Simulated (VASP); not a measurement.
A run of VASP 6.6.1 is set up as follows.

The input INCAR:

```
PREC = Accurate ; ENCUT = 520
EDIFF = 1E-6 ; ISMEAR = -1
SIGMA = 0.3447 ; LREAL = Auto
LASPH = True ; NELM = 120
ALGO = Normal ; ISIF = 2
LWAVE = False ; LCHARG = True
GGA = PE ; LELF = True
LVHAR = True ; NBANDS = 54
ISYM = -1 ; GGA_COMPAT = False
```

File KPOINTS:

```
explicit points
1
Reciprocal
  0.25000000   0.25000000   0.25000000 1
```

The input POSCAR:

```
Si7N8O2
1.0
    5.8386290000      0.0627810000      0.1075870000
    0.0627810000      6.0367170000      0.0979630000
    0.1075870000      0.0979630000      5.8205090000
Si N O
7 8 2
Direct
    0.7560697827      1.2355613031      0.0842691641
    0.6163644789      0.3911247673      0.6358879334
    0.5615858874      0.9340889485      0.8059924834
    0.1952043889      0.6936720036      0.1610842548
    0.2381544824      0.6601438090      0.6374454546
    0.1250433736      0.1605855948      0.7210667507
    0.6855399004      0.7108067276      0.3172939101
    0.6433423251      0.9778437659      0.1487524923
    0.2934896432      0.3598333566      0.6195837812
    0.8114690883      0.5228021453      0.1822990410
    0.8319134962      0.2178362739      0.7574870218
    0.2504660242      0.9758190299      0.4809587877
    0.2245328959      0.9557478586      0.2789548563
    0.0576244986      0.7005987142      0.8907455690
    0.0808973356      1.1868677379      0.1616991528
    0.4458558431      0.4758878099      0.0448607347
    0.6266865751      0.8317014551      0.5734479067
```

Potentials or basis: VASP PAW PBE potentials, release 64 (Si, N, O).

Run with:

```console
$ cat potpaw_PBE.64/Si/POTCAR potpaw_PBE.64/N/POTCAR potpaw_PBE.64/O/POTCAR > POTCAR
$ mpirun -np 1 vasp_std > vasp.out
```

Q: Predict the pressure.

A: -2.0 GPa.

Q: Predict the largest force.

A: 7.340 eV/Å.

Stress tensor (GPa, compression positive):
```
-1.20  6.01  1.34
 6.01 -0.61  2.87
 1.34  2.87 -4.32
```

Caveat: the standard files for N, O and F lose accuracy on very short bonds; the atoms stand as in a frame of molecular dynamics.
